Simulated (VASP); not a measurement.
# TiAl (Pmmm) in VASP: notebook

TiAl is run at these levels: PBEsol; tasks: single point.

Program: VASP 6.6.1. These are calculated values, not measurements. Logs are shortened: lines on timing, memory, paths and dates and some standing lists are left out, and cuts for length are marked.

### 1 The cell of the first run

The structure is orthorhombic, space group Pmmm (No. 47). The conventional cell has a = 2.925 Å, b = 3.156 Å, c = 3.388 Å, α = 90.00°, β = 90.00°, γ = 90.00°. Ti (site symmetry mmm) has 8 Al at 2.74 Å and 6 Ti at 2.93 to 3.39 Å within 3.6 Å. Al (site symmetry mmm) has 8 Ti at 2.74 Å and 6 Al at 2.93 to 3.39 Å within 3.6 Å.

### 2 Single point, PBEsol (normal strain along x -0.0733, normal strain along y +0.0733)

File INCAR:

```
ALGO = Fast
EDIFF = 1E-6
ENCUT = 520
GGA = PS
ISIF = 2
ISMEAR = 0
LASPH = T
LCHARG = T
LELF = T
LREAL = F
LVHAR = T
LWAVE = F
NBANDS = 14
NELM = 60
PREC = Accurate
SIGMA = 0.15
```

File KPOINTS:

```
k-points
0
Gamma
  14 14 14
```

File POSCAR:

```
TiAl
1.0
    2.9250135935      0.0000000000      0.0000000000
    0.0000000000      3.3877383079      0.0000000000
    0.0000000000      0.0000000000      3.1563759507
Ti Al
1 1
Direct
    0.0000000000      0.0000000000      0.0000000000
    0.5000000000      0.5000000000      0.5000000000
```

Potentials or basis: VASP PAW PBE potentials, release 64 (Ti_sv, Al).

Run with:

```sh
cat potpaw_PBE.64/Ti_sv/POTCAR potpaw_PBE.64/Al/POTCAR > POTCAR
mpirun -np 1 vasp_std > vasp.out
```

OUTCAR:

```text
EDIFF = 1E-6
   ENCUT = 520
   GGA = PS
   ISIF = 2
   ISMEAR = 0
   LASPH = T
   LREAL = F
   NELM = 60
   PREC = Accurate

 ion  position               nearest neighbor table
   1  0.000  0.000  0.000-   2 2.74   2 2.74   2 2.74   2 2.74   2 2.74   2 2.74   2 2.74   2 2.74

   2  0.500  0.500  0.500-   1 2.74   1 2.74   1 2.74   1 2.74   1 2.74   1 2.74   1 2.74   1 2.74

  LATTYP: Found a simple orthorhombic cell.
 ALAT       =     2.9250135935
 B/A-ratio  =     1.0790978742
 C/A-ratio  =     1.1581957484

  Lattice vectors:

 A1 = (  -2.9250135935,   0.0000000000,   0.0000000000)
 A2 = (   0.0000000000,   0.0000000000,   3.1563759507)
 A3 = (   0.0000000000,   3.3877383079,   0.0000000000)

Analysis of symmetry for initial positions (statically):
=====================================================================
 Subroutine PRICEL returns:
 Original cell was already a primitive cell.

 Routine SETGRP: Setting up the symmetry group for a
 simple orthorhombic supercell.

 Subroutine GETGRP returns: Found  8 space group operations
 (whereof  8 operations were pure point group operations)
 out of a pool of  8 trial point group operations.

The static configuration has the point symmetry D_2h.

Analysis of symmetry for dynamics (positions and initial velocities):
=====================================================================
 Subroutine PRICEL returns:
 Original cell was already a primitive cell.

 Routine SETGRP: Setting up the symmetry group for a
 simple orthorhombic supercell.

 Subroutine GETGRP returns: Found  8 space group operations
 (whereof  8 operations were pure point group operations)
 out of a pool of  8 trial point group operations.

The dynamic configuration has the point symmetry D_2h.

 Subroutine INISYM returns: Found  8 space group operations
 (whereof  8 operations are pure point group operations),
 and found     1 'primitive' translations

----------------------------------------------------------------------------------------

                                     Primitive cell

  volume of cell :      31.2771

  direct lattice vectors                    reciprocal lattice vectors
     2.925013594  0.000000000  0.000000000     0.341878753  0.000000000  0.000000000
     0.000000000  3.387738308  0.000000000     0.000000000  0.295182186  0.000000000
     0.000000000  0.000000000  3.156375951     0.000000000  0.000000000  0.316819040

  length of vectors
     2.925013594  3.387738308  3.156375951     0.341878753  0.295182186  0.316819040

  position of ions in fractional coordinates (direct lattice)
[... 86 lines left out ...]
   ISYM   =      2    0-nonsym 1-usesym 2-fastsym
   POTIM  = 0.5000    time-step for ionic-motion
   TEBEG  =    0.0;   TEEND  =   0.0 temperature during run
   PSTRESS=    0.0 pullay stress
   NELECT =      15.0000    total number of electrons
   NUPDOWN=      -1.0000    fix difference up-down
   EMIN   =  10.00;   EMAX   =-10.00  energy-range for DOS
   EFERMI =   0.00;   METHOD = LEGACY
   ISMEAR =     0;   SIGMA  =   0.15  broadening in eV -4-tet -1-fermi 0-gaus
   EFERMI_NEDOS =   21; number of points for ismear=-14 and -15
   IALGO  =     68    algorithm
   IMIX   =      4    mixing-type and parameters
     AMIX     =   0.40;   BMIX     =  1.00
     AMIX_MAG =   1.60;   BMIX_MAG =  1.00
  volume/ion in A,a.u.               =      15.64       105.53
  Fermi-wavevector in a.u.,A,eV,Ry     =   1.281435  2.421560 22.341780  1.642074
  Thomas-Fermi vector in A             =   2.413805
   LORBIT       =      0    0 simple, 1 ext, 2 COOP (PROOUT), +10 PAW based schemes
   GGA     = PS    functional components
   LHFCALC =     F    Hartree Fock is set to
   AEXX    =    0.0000 exact exchange contribution
   IVDW    =     0    specifies the selected vdW correction
   LEPSILON=     F    determine dielectric tensor
   LRPA    =     F    only Hartree local field effects (RPA)
 non-spin polarized calculation
 RMM-DIIS sequential band-by-band and
 Gauss-broadening in eV      SIGMA  =   0.15
  energy-cutoff  :      520.00
  volume of cell :       31.28
 maximum number of plane-waves:       864
 NGX is ok and might be reduce to    24
   NGX = 11   NGY = 13   NGZ = 11

 number of electron      15.0000002 magnetization

 Free energy of the ion-electron system (eV)
  ---------------------------------------------------
  ext. energy  EPLUGINS =         0.00000000
  ---------------------------------------------------
  free energy    TOTEN  =       -13.02782820 eV

  energy without entropy =      -12.99962636  energy(sigma->0) =      -13.01372728

 E-fermi :   8.8664     XC(G=0): -11.3026

 val. band max:        8.8621390093   @ k =   0.5000   0.0714   0.2143
 cond. band min:       8.8665769302   @ k =   0.2857   0.2857   0.2143
 fundamental gap:      0.0044379210
 Fermi energy:         8.8663744712

 k-point     1 :       0.0000    0.0000    0.0000
  band No.  band energies     occupation
      1     -47.6426      2.00000
      2     -24.0300      2.00000
      3     -23.9560      2.00000
      4     -23.7963      2.00000
      5      -0.4317      2.00000
      6       7.2644      2.00000
      7       7.5859      2.00000
      8      10.4477      0.00000
      9      10.9493      0.00000
     10      11.2258      0.00000
     11      11.6477      0.00000
     12      13.4378      0.00000
     13      15.7552      0.00000
     14      17.5222      0.00000
[... 377 lines left out ...]
      1     -47.6009      2.00000
      2     -24.1578      2.00000
      3     -24.0079      2.00000
      4     -23.9186      2.00000
      5       3.7380      2.00000
      6       4.1823      2.00000
      7       8.1281      2.00000
      8       8.6191      1.98027
      9       9.1873      0.00248
     10      10.6036      0.00000
     11      12.7287      0.00000
     12      15.1922      0.00000
     13      15.8015      0.00000
     14      18.2203      0.00000

 [... further k-points ...]
[... 5 lines left out ...]
  --------------------------------------------------------------------------------------
  -------------------------------------------------------------------------------------
  Total        0.0621187      1.0593876     -0.5067320      0.0000000      0.0000000      0.0000000
  in kB        3.1820447     54.2674003    -25.9574747      0.0000000      0.0000000      0.0000000
  external PRESSURE =      10.4973235 kB  Pullay stress =       0.0000000 kB

 VOLUME and BASIS-vectors are now :
 -----------------------------------------------------------------------------
  energy-cutoff  :      520.00
  volume of cell :       31.28
      direct lattice vectors                 reciprocal lattice vectors
     2.925013594  0.000000000  0.000000000     0.341878753  0.000000000  0.000000000
     0.000000000  3.387738308  0.000000000     0.000000000  0.295182186  0.000000000
     0.000000000  0.000000000  3.156375951     0.000000000  0.000000000  0.316819040

 POSITION                                       TOTAL-FORCE (eV/Angst)
 -----------------------------------------------------------------------------------
      0.00000      0.00000      0.00000         0.000000      0.000000      0.000000
      1.46251      1.69387      1.57819         0.000000      0.000000      0.000000
 -----------------------------------------------------------------------------------
    total drift:                                0.000000      0.000000      0.000000

  FREE ENERGIE OF THE ION-ELECTRON SYSTEM (eV)
  ---------------------------------------------------
  free  energy   TOTEN  =       -13.0278282012 eV

  energy  without entropy=      -12.9996263592  energy(sigma->0) =      -13.01372728
```

stdout:

```text
POSCAR found type information on POSCAR TiAl
 POSCAR found :  2 types and       2 ions
 scaLAPACK will be used
 -----------------------------------------------------------------------------
|                                                                             |
|                                                                             |
|     You enforced a specific xc type in the INCAR file but a different       |
|     I HOPE YOU KNOW WHAT YOU ARE DOING!                                     |
|                                                                             |
 -----------------------------------------------------------------------------

 LDA part: xc-table for (Slater+PW92), standard interpolation
 POSCAR, INCAR and KPOINTS ok, starting setup
 FFT: planning ... GRIDC
 FFT: planning ... GRID_SOFT
 FFT: planning ... GRID
 WAVECAR not read
 entering main loop
WARNING in EDDRMM: call to ZHEGV failed, returncode =   6  3      6
WARNING in EDDRMM: call to ZHEGV failed, returncode =   8  4      9
WARNING in EDDRMM: call to ZHEGV failed, returncode =   8  4      7
WARNING in EDDRMM: call to ZHEGV failed, returncode =   6  3      7
WARNING in EDDRMM: call to ZHEGV failed, returncode =   8  4     14
WARNING in EDDRMM: call to ZHEGV failed, returncode =   6  3     12
WARNING in EDDRMM: call to ZHEGV failed, returncode =   6  3      8
WARNING in EDDRMM: call to ZHEGV failed, returncode =   6  3      8
WARNING in EDDRMM: call to ZHEGV failed, returncode =   6  3      5
```

Wall time 4 min (1 thread of Intel Xeon Platinum 8259CL at 2.50GHz (Skylake/Cascade Lake), shared host); peak memory 0.34 GiB.

What came out:

```
Free energy : -13.0278 eV
Pressure    : 1.0 GPa
```

Levels at points of the mesh, in eV from the Fermi level:
| k point | band 4 | band 5 | band 6 | band 7 | band 8 | band 9 | band 10 | band 11 | band 12 | band 13 |
| --- | --- | --- | --- | --- | --- | --- | --- | --- | --- | --- |
| (0.00, 0.00, 0.00) | -32.66 | -9.30 | -1.60 | -1.28 | 1.58 | 2.08 | 2.36 | 2.78 | 4.57 | 6.89 |
| (0.50, 0.00, 0.00) | -32.79 | -5.18 | -4.98 | -0.53 | -0.28 | 0.26 | 1.96 | 4.04 | 6.57 | 7.96 |
| (0.00, 0.50, 0.00) | -32.66 | -6.62 | -5.32 | -0.67 | 0.16 | 1.10 | 2.36 | 2.47 | 6.68 | 9.39 |
| (0.50, 0.50, 0.00) | -32.78 | -4.89 | -2.36 | -1.49 | -1.35 | 0.63 | 0.96 | 2.67 | 5.04 | 5.40 |
| (0.00, 0.00, 0.50) | -32.65 | -5.99 | -5.19 | -0.62 | -0.56 | 1.12 | 2.28 | 3.20 | 6.25 | 7.82 |
| (0.50, 0.00, 0.50) | -32.84 | -4.49 | -1.85 | -1.36 | -1.23 | 0.17 | 0.38 | 3.22 | 5.19 | 5.74 |
| (0.00, 0.50, 0.50) | -32.64 | -5.44 | -2.55 | -2.16 | -1.57 | 1.39 | 1.50 | 2.51 | 4.31 | 4.83 |
| (0.50, 0.50, 0.50) | -32.92 | -3.05 | -3.03 | -3.02 | 1.02 | 2.69 | 2.81 | 3.12 | 3.33 | 3.50 |

Caveat: the cell differs from its parent crystal (normal strain along x -0.0733, normal strain along y +0.0733); the PAW data sets were made with another functional, which shifts forces and pressure a little.

### 3 Single point, PBEsol (normal strain along x -0.1100, normal strain along y +0.1100)

File INCAR:

```
SYSTEM = TiAl
PREC = Accurate
ENCUT = 520
EDIFF = 1E-6
ISMEAR = 0
SIGMA = 0.15
LREAL = .FALSE.
LASPH = .TRUE.
NELM = 100
ALGO = Fast
ISIF = 2
LWAVE = .FALSE.
LCHARG = .FALSE.
GGA = PS
NBANDS = 14
```

File KPOINTS:

```
regular mesh
0
G
  14 14 14
  0 0 0
```

File POSCAR:

```
TiAl
1.0
    2.8091745961      0.0000000000      0.0000000000
    0.0000000000      3.5035773053      0.0000000000
    0.0000000000      0.0000000000      3.1563759507
Ti Al
1 1
Direct
    0.0000000000      0.0000000000      0.0000000000
    0.5000000000      0.5000000000      0.5000000000
```

Potentials or basis: VASP PAW PBE potentials, release 64 (Ti_sv, Al).

Run with:

```sh
cat potpaw_PBE.64/Ti_sv/POTCAR potpaw_PBE.64/Al/POTCAR > POTCAR
mpirun -np 1 vasp_std > vasp.out
```

Run time: 4.7 min. Hardware: 1 thread of Intel Xeon Platinum 8259CL at 2.50GHz (Skylake/Cascade Lake), shared host; peak memory 0.34 GiB.

The run converged. Its results:

| Property | Result |
| --- | --- |
| Free energy | -13.0556 eV |
| Pressure | 2.3 GPa |

Stress tensor (GPa, compression positive):
```
 3.58  0.00  0.00
 0.00  7.13  0.00
 0.00  0.00 -3.81
```

Levels at points of the mesh, in eV from the Fermi level:
| k point | band 6 | band 7 | band 8 | band 9 | band 10 | band 11 |
| --- | --- | --- | --- | --- | --- | --- |
| (0.00, 0.00, 0.00) | -1.68 | -1.22 | 1.48 | 2.04 | 2.33 | 2.66 |
| (0.50, 0.00, 0.00) | -4.69 | -0.81 | -0.12 | 0.28 | 1.97 | 4.57 |
| (0.00, 0.50, 0.00) | -5.34 | -0.73 | 0.17 | 1.63 | 2.02 | 2.74 |
| (0.50, 0.50, 0.00) | -2.43 | -1.22 | -1.11 | 0.58 | 1.11 | 2.52 |
| (0.00, 0.00, 0.50) | -5.17 | -0.98 | -0.61 | 1.62 | 2.51 | 3.25 |
| (0.50, 0.00, 0.50) | -1.72 | -1.05 | -0.92 | -0.07 | 0.30 | 3.40 |
| (0.00, 0.50, 0.50) | -2.74 | -2.21 | -1.60 | 1.79 | 1.94 | 2.28 |
| (0.50, 0.50, 0.50) | -2.95 | -2.91 | 1.26 | 2.61 | 2.81 | 3.25 |

Caveat: the cell differs from its parent crystal (normal strain along x -0.1100, normal strain along y +0.1100); the PAW data sets were made with another functional, which shifts forces and pressure a little.
